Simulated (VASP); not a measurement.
Pt: single point with LDA

Crystal: Pt.

```
Pt
1.0
     2.74830    0.00000    0.00000
    -1.37415    2.38010    0.00000
     0.00000    0.00000    4.74559
Pt
2
Direct
  0.66667 0.33333 0.75000
  0.33333 0.66667 0.25000
```

This isn't the form of Pt at room conditions, which is fcc.

```
Program                : VASP 6.6.1
Task                   : single point
Functional             : LDA
Potentials or basis    : VASP PAW LDA potentials, release 64 (Pt)
Cutoff                 : 520 eV
k mesh                 : 21 × 21 × 10
Occupations            : gaussian, width 0.15 eV
Spin                   : collinear spin
Starting moments       : [0.1, 0.1] μB
Fixed moment           : 0.2 μB
Dipole correction      : no
Further INCAR settings : ALGO = Normal; EDIFF = 1e-07; NBANDS = 21
```

```
Pressure                                              : -11.0 GPa
Net moment                                            : 0.20 μB per cell
Site moments                                          : Pt +0.10 μB
Valence electrons inside the program's atomic spheres : Pt 9.24
```

Stress tensor (GPa, compression positive):
```
-11.07   0.00   0.00
  0.00 -11.07   0.00
  0.00   0.00 -10.92
```

Wall time 96 s on 1 thread of Intel(R) Xeon(R) 6975P-C (Granite Rapids), on a shared host, peak memory 0.33 GiB.

Caveat: the cell stands under tension; the total moment is fixed, so each spin has its own Fermi level.
